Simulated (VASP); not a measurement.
# AlN (P6_3mc) in VASP: a series of runs

Runs on AlN. Level: r2SCAN. Tasks: single point.

All numbers are computed with VASP 6.6.1; they aren't measurements. Logs are shortened: lines on timing, memory, paths and dates and some standing lists are left out, and cuts for length are marked.

## 1. The cell of the first run

It takes space group P6_3mc (No. 186, hexagonal). The conventional cell has a = 3.284 Å, b = 3.284 Å, c = 4.467 Å, α = 90.00°, β = 90.00°, γ = 120.00°. Within 2.3 Å of Al (site symmetry 3m) lie 4 N at 1.72 to 1.96 Å. Within 2.3 Å of N (site symmetry 3m) lie 4 Al at 1.72 to 1.96 Å.

## 2. Single point, r2SCAN

The input, POSCAR:

```
AlN
1.0
    3.2841829056      0.0000000000      0.0000000000
   -1.6420914528      2.8441858269      0.0000000000
    0.0000000000      0.0000000000      4.4668445894
Al N
2 2
Direct
    0.3333333333      0.6666666667      0.0000000000
    0.6666666667      0.3333333333      0.5000000000
    0.3333333333      0.6666666667      0.3850000000
    0.6666666667      0.3333333333      0.8850000000
```

The input, INCAR.step1:

```
SYSTEM = AlN
  PREC = Accurate
  ENCUT = 520
  ISMEAR = 0
  SIGMA = 0.05
  LREAL = .FALSE.
  LASPH = .TRUE.
  NELM = 100
  NBANDS = 16
  GGA = PE
  ALGO = Normal
  EDIFF = 1E-4
  LWAVE = .TRUE.
  LCHARG = .FALSE.
```

The input, INCAR.step2:

```
SYSTEM = AlN
  PREC = Accurate
  ENCUT = 520
  EDIFF = 1E-6
  ISMEAR = 0
  SIGMA = 0.05
  LREAL = .FALSE.
  LASPH = .TRUE.
  NELM = 100
  ALGO = Normal
  ISIF = 2
  LWAVE = .FALSE.
  LCHARG = .TRUE.
  METAGGA = R2SCAN
  LMIXTAU = .TRUE.
  LELF = .TRUE.
  LVHAR = .TRUE.
  NBANDS = 16
  ISTART = 1
```

The input, KPOINTS:

```
regular mesh
0
G
  12 12 6
  0 0 0
```

Potentials or basis: VASP PAW PBE potentials, release 64 (Al, N).

Run with:

```
$ cat potpaw_PBE.64/Al/POTCAR potpaw_PBE.64/N/POTCAR > POTCAR
$ cp INCAR.step1 INCAR
$ mpirun -np 1 vasp_std > vasp.out
$ cp INCAR.step2 INCAR
$ mpirun -np 1 vasp_std > vasp.out
```

OUTCAR:

```text
SYSTEM = AlN
   PREC = Accurate
   ENCUT = 520
   EDIFF = 1E-6
   ISMEAR = 0
   LREAL = .FALSE.
   LASPH = .TRUE.
   NELM = 100
   ISIF = 2
   METAGGA = R2SCAN
   ISTART = 1

 ion  position               nearest neighbor table
   1  0.333  0.667  0.000-   3 1.72   4 1.96   4 1.96   4 1.96   2 2.93   2 2.93   2 2.93   2 2.93
                             2 2.93   2 2.93
   2  0.667  0.333  0.500-   4 1.72   3 1.96   3 1.96   3 1.96   1 2.93   1 2.93   1 2.93   1 2.93
                             1 2.93   1 2.93
   3  0.333  0.667  0.385-   1 1.72   2 1.96   2 1.96   2 1.96
   4  0.667  0.333  0.885-   2 1.72   1 1.96   1 1.96   1 1.96

  LATTYP: Found a hexagonal cell.
 ALAT       =     3.2841829056
 C/A-ratio  =     1.3601083490

  Lattice vectors:

 A1 = (   3.2841829056,   0.0000000000,   0.0000000000)
 A2 = (  -1.6420914528,   2.8441858269,   0.0000000000)
 A3 = (   0.0000000000,   0.0000000000,   4.4668445894)

Analysis of symmetry for initial positions (statically):
=====================================================================
 Subroutine PRICEL returns:
 Original cell was already a primitive cell.

 Routine SETGRP: Setting up the symmetry group for a
 hexagonal supercell.

 Subroutine GETGRP returns: Found 12 space group operations
 (whereof  6 operations were pure point group operations)
 out of a pool of 24 trial point group operations.

The static configuration has the point symmetry C_3v.
 The point group associated with its full space group is C_6v.

Analysis of symmetry for dynamics (positions and initial velocities):
=====================================================================
 Subroutine PRICEL returns:
 Original cell was already a primitive cell.

 Routine SETGRP: Setting up the symmetry group for a
 hexagonal supercell.

 Subroutine GETGRP returns: Found 12 space group operations
 (whereof  6 operations were pure point group operations)
 out of a pool of 24 trial point group operations.

The dynamic configuration has the point symmetry C_3v.
 The point group associated with its full space group is C_6v.

 Subroutine INISYM returns: Found 12 space group operations
 (whereof  6 operations are pure point group operations),
 and found     1 'primitive' translations

----------------------------------------------------------------------------------------

                                     Primitive cell

  volume of cell :      41.7240

  direct lattice vectors                    reciprocal lattice vectors
     3.284182906  0.000000000  0.000000000     0.304489740  0.175797234  0.000000000
    -1.642091453  2.844185827  0.000000000     0.000000000  0.351594467  0.000000000
     0.000000000  0.000000000  4.466844589     0.000000000  0.000000000  0.223871679

  length of vectors
     3.284182906  3.284182906  4.466844589     0.351594467  0.351594467  0.223871679

  position of ions in fractional coordinates (direct lattice)
     0.333333333  0.666666667  0.000000000
     0.666666667  0.333333333  0.500000000
     0.333333333  0.666666667  0.385000000
     0.666666667  0.333333333  0.885000000

  ion indices of the primitive-cell ions
   primitive index   ion index
                 1           1
                 2           2
                 3           3
                 4           4

----------------------------------------------------------------------------------------

 KPOINTS: regular mesh

Automatic generation of k-mesh.
 Grid dimensions read from file:
 generate k-points for:   12   12    6

 Generating k-lattice:

  Cartesian coordinates                     Fractional coordinates (reciprocal lattice)
     0.025374145  0.014649769  0.000000000     0.083333333  0.000000000  0.000000000
     0.000000000  0.029299539  0.000000000     0.000000000  0.083333333  0.000000000
     0.000000000  0.000000000  0.037311947     0.000000000  0.000000000  0.166666667

  Length of vectors
     0.029299539  0.029299539  0.037311947

  Shift w.r.t. Gamma in fractional coordinates (k-lattice)
     0.000000000  0.000000000  0.000000000

 Subroutine IBZKPT returns following result:
 ===========================================

 Found     76 irreducible k-points:

 Following reciprocal coordinates:
            Coordinates               Weight
  0.000000  0.000000  0.000000      1.000000
  0.083333  0.000000  0.000000      6.000000
  0.166667  0.000000  0.000000      6.000000
  0.250000  0.000000  0.000000      6.000000
  0.333333  0.000000  0.000000      6.000000
  0.416667  0.000000  0.000000      6.000000
[... 16 lines left out ...]
  0.250000  0.000000  0.166667     12.000000
  0.333333  0.000000  0.166667     12.000000
 [... further k-points ...]
   k-points           NKPTS =     76   k-points in BZ     NKDIM =     76   number of bands    NBANDS=     16
   number of dos      NEDOS =    301   number of ions     NIONS =      4
   total plane-waves  NPLWV =  20736
   dimension x,y,z NGX =    24 NGY =   24 NGZ =   36
   dimension x,y,z NGXF=    48 NGYF=   48 NGZF=   72
   ions per type =               2   2
   NGX,Y,Z   is equivalent  to a cutoff of  12.15, 12.15, 13.40 a.u.
   NGXF,Y,Z  is equivalent  to a cutoff of  24.30, 24.30, 26.80 a.u.
 SYSTEM =  AlN
   PREC   = accura    normal or accurate (medium, high low for compatibility)
   ISTART =      1    job   : 0-new  1-cont  2-samecut
   ICHARG =      0    charge: 1-file 2-atom 10-const
   ISPIN  =      1    spin polarized calculation?
   LNONCOLLINEAR =      F non collinear calculations
   LSORBIT =      F    spin-orbit coupling
   LASPH  =      T    aspherical Exc in radial PAW
   ENCUT  =  520.0 eV  38.22 Ry    6.18 a.u.   6.11  6.11  8.31*2*pi/ulx,y,z
   NELM   =    100;   NELMIN=  2; NELMDL=  0     # of ELM steps
   EDIFF  = 0.1E-05   stopping-criterion for ELM
   LREAL  =      F    real-space projection
   EDIFFG = 0.1E-04   stopping-criterion for IOM
   NSW    =      0    number of steps for IOM
   IBRION =     -1    ionic relax: 0-MD 1-quasi-New 2-CG
   NFREE  =      0    steps in history (QN), initial steepest desc. (CG)
   ISIF   =      2    stress and relaxation
   ISYM   =      2    0-nonsym 1-usesym 2-fastsym
   POTIM  = 0.5000    time-step for ionic-motion
   TEBEG  =    0.0;   TEEND  =   0.0 temperature during run
   PSTRESS=    0.0 pullay stress
   NELECT =      16.0000    total number of electrons
   NUPDOWN=      -1.0000    fix difference up-down
   EMIN   =  10.00;   EMAX   =-10.00  energy-range for DOS
   EFERMI =   0.00;   METHOD = LEGACY
   ISMEAR =     0;   SIGMA  =   0.05  broadening in eV -4-tet -1-fermi 0-gaus
   EFERMI_NEDOS =   21; number of points for ismear=-14 and -15
   IALGO  =     38    algorithm
   IMIX   =      4    mixing-type and parameters
     AMIX     =   0.40;   BMIX     =  1.00
     AMIX_MAG =   1.60;   BMIX_MAG =  1.00
  volume/ion in A,a.u.               =      10.43        70.39
  Fermi-wavevector in a.u.,A,eV,Ry     =   1.189377  2.247596 19.247033  1.414617
  Thomas-Fermi vector in A             =   2.325485
   LORBIT       =      0    0 simple, 1 ext, 2 COOP (PROOUT), +10 PAW based schemes
   METAGGA = R2SCAN    functional components
   LHFCALC =     F    Hartree Fock is set to
   AEXX    =    0.0000 exact exchange contribution
   IVDW    =     0    specifies the selected vdW correction
   LEPSILON=     F    determine dielectric tensor
   LRPA    =     F    only Hartree local field effects (RPA)
 non-spin polarized calculation
 Gauss-broadening in eV      SIGMA  =   0.05
  energy-cutoff  :      520.00
  volume of cell :       41.72
 maximum number of plane-waves:      1138
   NGX = 13   NGY = 13   NGZ = 17

 number of electron      15.9999999 magnetization

 Free energy of the ion-electron system (eV)
  ---------------------------------------------------
  ext. energy  EPLUGINS =         0.00000000
  ---------------------------------------------------
  free energy    TOTEN  =       -37.52201112 eV

  energy without entropy =      -37.52201112  energy(sigma->0) =      -37.52201112

 E-fermi :   6.4481     XC(G=0): -11.3955

 val. band max:        6.2362833575   @ k =   0.0000   0.0000   0.0000
 cond. band min:      10.6246791677   @ k =   0.0000   0.0000   0.0000
 fundamental gap:      4.3883958102
 Fermi energy:         6.4480569570

 k-point     1 :       0.0000    0.0000    0.0000
  band No.  band energies     occupation
      1     -10.1286      2.00000
      2      -7.3052      2.00000
      3       0.3652      2.00000
      4       4.3294      2.00000
      5       4.3294      2.00000
      6       5.5618      2.00000
[... 8 lines left out ...]
     15      19.3859      0.00000
     16      20.2744      0.00000

 k-point     2 :       0.0833    0.0000    0.0000
  band No.  band energies     occupation
      1     -10.0513      2.00000
      2      -7.2870      2.00000
      3       0.4551      2.00000
      4       3.9906      2.00000
      5       4.2097      2.00000
      6       5.1788      2.00000
[... 8 lines left out ...]
     15      19.4848      0.00000
     16      19.7195      0.00000

 k-point     3 :       0.1667    0.0000    0.0000
  band No.  band energies     occupation
      1      -9.8261      2.00000
      2      -7.2453      2.00000
      3       0.7191      2.00000
      4       3.1575      2.00000
      5       3.9284      2.00000
      6       4.4230      2.00000
[... 8 lines left out ...]
     15      18.9524      0.00000
     16      19.4799      0.00000

 k-point     4 :       0.2500    0.0000    0.0000
  band No.  band energies     occupation
      1      -9.4750      2.00000
      2      -7.2170      2.00000
      3       1.1349      2.00000
      4       2.1894      2.00000
      5       3.6094      2.00000
      6       3.6363      2.00000
[... 8 lines left out ...]
     15      18.6470      0.00000
     16      19.6148      0.00000
[... 324 lines left out ...]
 k-point    22 :       0.1667    0.0000    0.1667
  band No.  band energies     occupation
      1      -9.6925      2.00000
      2      -7.4804      2.00000
      3       0.9534      2.00000
      4       3.3492      2.00000
      5       4.0235      2.00000
      6       4.1073      2.00000
[... 8 lines left out ...]
     15      19.1885      0.00000
     16      19.5220      0.00000

 k-point    23 :       0.2500    0.0000    0.1667
  band No.  band energies     occupation
      1      -9.3509      2.00000
      2      -7.4049      2.00000
      3       1.0402      2.00000
      4       2.5822      2.00000
      5       3.3624      2.00000
      6       3.7159      2.00000
[... 8 lines left out ...]
     15      19.2197      0.00000
     16      19.7224      0.00000

 k-point    24 :       0.3333    0.0000    0.1667
  band No.  band energies     occupation
      1      -8.9332      2.00000
      2      -7.3809      2.00000
      3       0.8085      2.00000
      4       2.1517      2.00000
      5       2.9160      2.00000
      6       3.4504      2.00000
[... 8 lines left out ...]
     15      19.9506      0.00000
     16      20.1028      0.00000

 [... further k-points ...]
[... 5 lines left out ...]
  --------------------------------------------------------------------------------------
  -------------------------------------------------------------------------------------
  Total       -5.0238659     -5.0238659     13.0218535      0.0000000      0.0000000      0.0000000
  in kB     -192.9134363   -192.9134363    500.0313591      0.0000000      0.0000000      0.0000000
  external PRESSURE =      38.0681622 kB  Pullay stress =       0.0000000 kB

 VOLUME and BASIS-vectors are now :
 -----------------------------------------------------------------------------
  energy-cutoff  :      520.00
  volume of cell :       41.72
      direct lattice vectors                 reciprocal lattice vectors
     3.284182906  0.000000000  0.000000000     0.304489740  0.175797234  0.000000000
    -1.642091453  2.844185827  0.000000000     0.000000000  0.351594467  0.000000000
     0.000000000  0.000000000  4.466844589     0.000000000  0.000000000  0.223871679

 POSITION                                       TOTAL-FORCE (eV/Angst)
 -----------------------------------------------------------------------------------
     -0.00000      1.89612      0.00000         0.000000      0.000000     -3.209205
      1.64209      0.94806      2.23342        -0.000000     -0.000000     -3.209205
     -0.00000      1.89612      1.71974         0.000000     -0.000000      3.209205
      1.64209      0.94806      3.95316         0.000000     -0.000000      3.209205
 -----------------------------------------------------------------------------------
    total drift:                               -0.000000      0.000000     -0.004586

  FREE ENERGIE OF THE ION-ELECTRON SYSTEM (eV)
  ---------------------------------------------------
  free  energy   TOTEN  =       -37.5220111182 eV

  energy  without entropy=      -37.5220111182  energy(sigma->0) =      -37.52201112
```

Run time: 40 s. Hardware: 1 thread of Intel Xeon 6975P-C (Granite Rapids), shared host; peak memory 0.18 GiB.

What came out:

* Free energy: -37.5220 eV
* Pressure: 3.8 GPa
* Largest force: 3.209 eV/Å
* Band gap on the k mesh: 4.39 eV, direct

Forces on the atoms (eV/Å):
```
Al   0.000  0.000 -3.209
Al   0.000  0.000 -3.209
N    0.000  0.000  3.209
N    0.000  0.000  3.209
```

Levels at points of the mesh, in eV from the valence-band top:
```tsv
k point	band 4	band 5	band 6	band 7	band 8	band 9	band 10	band 11	band 12	band 13
(0.00, 0.00, 0.00)	-1.91	-1.91	-0.67	-0.67	0.00	4.39	5.82	10.26	10.26	12.04
(0.50, 0.00, 0.00)	-3.90	-3.65	-3.14	-2.01	-0.80	5.40	7.31	8.53	10.88	11.00
(0.00, 0.00, 0.50)	-3.16	-1.32	-1.32	-1.32	-1.32	6.32	6.32	10.53	10.53	10.53
(0.50, 0.00, 0.50)	-6.09	-2.15	-2.15	-1.23	-1.23	6.00	6.00	10.44	10.44	12.86
```

Caveat: the PAW data sets were made with another functional, which shifts forces and pressure a little.

## 3. Single point, r2SCAN

This run uses another cell than the first one, of the same volume but with other edges.

The input, POSCAR:

```
AlN
1.0
    2.9275651106      0.0000000000      0.0000000000
   -1.4637825553      2.5353457570      0.0000000000
    0.0000000000      0.0000000000      5.6213728221
Al N
2 2
Direct
    0.3333333333      0.6666666667      0.0000000000
    0.6666666667      0.3333333333      0.5000000000
    0.3333333333      0.6666666667      0.3850000000
    0.6666666667      0.3333333333      0.8850000000
```

The input, INCAR.step1:

```
SYSTEM = AlN
PREC     = Accurate       ! precision mode
ENCUT    = 520            ! plane-wave cutoff, eV
ISMEAR   = 0              ! smearing method
SIGMA    = 0.05           ! smearing width, eV
LREAL    = .False.        ! projectors in reciprocal space
LASPH    = .True.         ! aspherical terms in the spheres
NELM     = 60             ! most SCF steps
NBANDS   = 16             ! bands
GGA      = PE             ! functional
ALGO     = Normal         ! electronic algorithm
EDIFF    = 1E-4           ! SCF threshold, eV
LWAVE    = .True.         ! write WAVECAR
LCHARG   = .False.        ! write CHGCAR
```

The input, INCAR.step2:

```
SYSTEM = AlN
PREC     = Accurate       ! precision mode
ENCUT    = 520            ! plane-wave cutoff, eV
EDIFF    = 1E-6           ! SCF threshold, eV
ISMEAR   = 0              ! smearing method
SIGMA    = 0.05           ! smearing width, eV
LREAL    = .False.        ! projectors in reciprocal space
LASPH    = .True.         ! aspherical terms in the spheres
NELM     = 60             ! most SCF steps
ALGO     = Normal         ! electronic algorithm
ISIF     = 2              ! what is computed and relaxed
LWAVE    = .False.        ! write WAVECAR
LCHARG   = .True.         ! write CHGCAR
METAGGA  = R2SCAN         ! meta-GGA
LMIXTAU  = .True.       
LELF     = .True.         ! ELF
LVHAR    = .True.       
NBANDS   = 16             ! bands
ISTART   = 1
```

The input, KPOINTS:

```
regular mesh
0
Gamma
  12 12 6
  0 0 0
```

Potentials or basis: VASP PAW PBE potentials, release 64 (Al, N).

Run with:

```
$ cat potpaw_PBE.64/Al/POTCAR potpaw_PBE.64/N/POTCAR > POTCAR
$ cp INCAR.step1 INCAR
$ mpirun -np 1 vasp_std > vasp.out
$ cp INCAR.step2 INCAR
$ mpirun -np 1 vasp_std > vasp.out
```

Wall time 54 s (1 thread of Intel Xeon 6975P-C (Granite Rapids), shared host); peak memory 0.19 GiB.

It converged, with:

```yaml
Free_energy: -37.2940 eV
Pressure: 10.1 GPa
Largest_force: 0.934 eV/Å
Band_gap_on_the_k_mesh: 3.69 eV, direct
```

Forces on the atoms (eV/Å):
```
Al   0.000  0.000  0.934
Al   0.000  0.000  0.934
N    0.000  0.000 -0.934
N    0.000  0.000 -0.934
```

Stress tensor (GPa, compression positive):
```
 33.35   0.00   0.00
  0.00  33.35   0.00
  0.00   0.00 -36.46
```

Levels at points of the mesh, in eV from the valence-band top:
```tsv
k point	band 5	band 6	band 7	band 8	band 9	band 10	band 11	band 12
(0.00, 0.00, 0.00)	-0.27	-0.27	0.00	0.00	3.69	9.27	10.59	11.97
(0.50, 0.00, 0.00)	-3.21	-1.74	-1.51	-0.79	5.35	7.22	8.35	10.42
(0.00, 0.00, 0.50)	-0.14	-0.14	-0.14	-0.14	7.21	7.21	10.97	10.97
(0.50, 0.00, 0.50)	-1.80	-1.80	-1.17	-1.17	5.17	5.17	10.09	10.09
```

Caveat: the PAW data sets were made with another functional, which shifts forces and pressure a little. A k mesh can miss the band edges.

[end of part 1 of 3]
